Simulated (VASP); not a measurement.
Wanted: the native input for a VASP 6.6.1 run.

| Property | Result |
| --- | --- |
| Task | single point |
| Functional | PBE |
| Potentials or basis | VASP PAW PBE potentials, release 64 (Ga_d, N) |
| Cutoff | 520 eV |
| k mesh | 10 × 10 × 10 |
| Occupations | gaussian, width 0.01 eV |
| Spin | no spin polarisation |
| Dipole correction | no |
| Further INCAR settings | ALGO = Normal; EDIFF = 1e-06; NBANDS = 16 |

The structure of GaN lies in POSCAR:

```
GaN
1.0
    0.0000000000      2.2893001201      2.2893001201
    2.2893001201      0.0000000000      2.2893001201
    2.2893001201      2.2893001201      0.0000000000
Ga N
1 1
Direct
    0.0000000000      0.0000000000      0.0000000000
    0.7500000000      0.7500000000      0.7500000000
```

This cell differs from its parent crystal: volume scaled by 1.02.

These files were run (other wordings do the same):

INCAR

```
PREC = Accurate
ENCUT = 520
EDIFF = 1E-6
ISMEAR = 0
SIGMA = 0.01
LREAL = F
LASPH = T
NELM = 100
ALGO = Normal
ISIF = 2
LWAVE = F
LCHARG = T
GGA = PE
LELF = T
LVHAR = T
NBANDS = 16
```

KPOINTS

```
Automatic mesh
0
Gamma
  10 10 10
```

Potentials or basis: VASP PAW PBE potentials, release 64 (Ga_d, N).

The run is started by

```sh
$ cat potpaw_PBE.64/Ga_d/POTCAR potpaw_PBE.64/N/POTCAR > POTCAR
$ mpirun -np 1 vasp_std > vasp.out
```

It gave:

```yaml
Pressure: -3.1 GPa
Band_gap_on_the_k_mesh: 1.42 eV, direct
```

It took 6.4 s on 1 thread of Intel(R) Xeon(R) 6975P-C (Granite Rapids) (shared host), peak memory 0.14 GiB.
